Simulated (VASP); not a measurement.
Input of a VASP 6.6.1 run:

Contents of INCAR:

```
  PREC = Accurate
  ENCUT = 520
  EDIFF = 1E-6
  ISMEAR = -1
  SIGMA = 0.1
  LREAL = False
  LASPH = True
  NELM = 80
  ALGO = Normal
  ISIF = 2
  LWAVE = False
  LCHARG = False
  GGA = PE
  NBANDS = 12
```

The input KPOINTS:

```
regular mesh
0
Gamma
  18 18 18
```

POSCAR

```
P
1.0
   -1.9487916723      1.9487916723      1.0305627053
    1.9487916723     -1.9487916723      1.0305627053
    1.9487916723      1.9487916723     -1.0305627053
P
2
Direct
   -0.3750000000     -0.1250000000     -0.2500000000
    0.3750000000      0.1250000000      0.2500000000
```

Potentials or basis: VASP PAW PBE potentials, release 64 (P).

Launch:

```console
$ cat potpaw_PBE.64/P/POTCAR > POTCAR
$ mpirun -np 1 vasp_std > vasp.out
```

(1) Estimate the pressure.

(2) Estimate the band gap on the k mesh.

## Answers

(1) 216.6 GPa.

(2) zero (bands 5 and 6 overlap by 9.72 eV).

Caveat: the cell stands under pressure.
